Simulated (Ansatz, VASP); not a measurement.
TePb in VASP and in Ansatz

```xyz
2
Lattice="0.0000 3.2850 3.2850 3.2850 0.0000 3.2850 3.2850 3.2850 0.0000" Properties=species:S:1:pos:R:3 pbc="T T T"
Pb    0.0000    0.0000    0.0000
Te    3.2850    3.2850    3.2850
```

Alike in both runs: functional PBE; k mesh 8 × 8 × 8; occupations gaussian, width 0.02 eV; no spin polarisation.

Ansatz relaxed the structure, and its values are those at the end. VASP's run is a single point on that final structure, the one shown.

|  | VASP | Ansatz |
| --- | --- | --- |
| version | VASP 6.6.1 | Ansatz 0.2.0 |
| potentials or method | VASP PAW PBE potentials, release 64 (Pb_d, Te), cutoff 500 eV | scalar-relativistic, plane waves, PAW |
| valence electrons in the cell | 20 | 30 |

```csv
,VASP,Ansatz,Ansatz less VASP
gap on the k mesh at the Fermi level (eV),0.83,0.83,+0.002
least direct gap on the mesh (eV),0.83,0.83,+0.002
pressure (GPa),-0.1,0.0,+0.06
```

VASP's potentials hold 20 valence electrons a cell and Ansatz's 30, so a difference there can come from the potentials and not from the codes.

Spin-orbit coupling is off throughout.
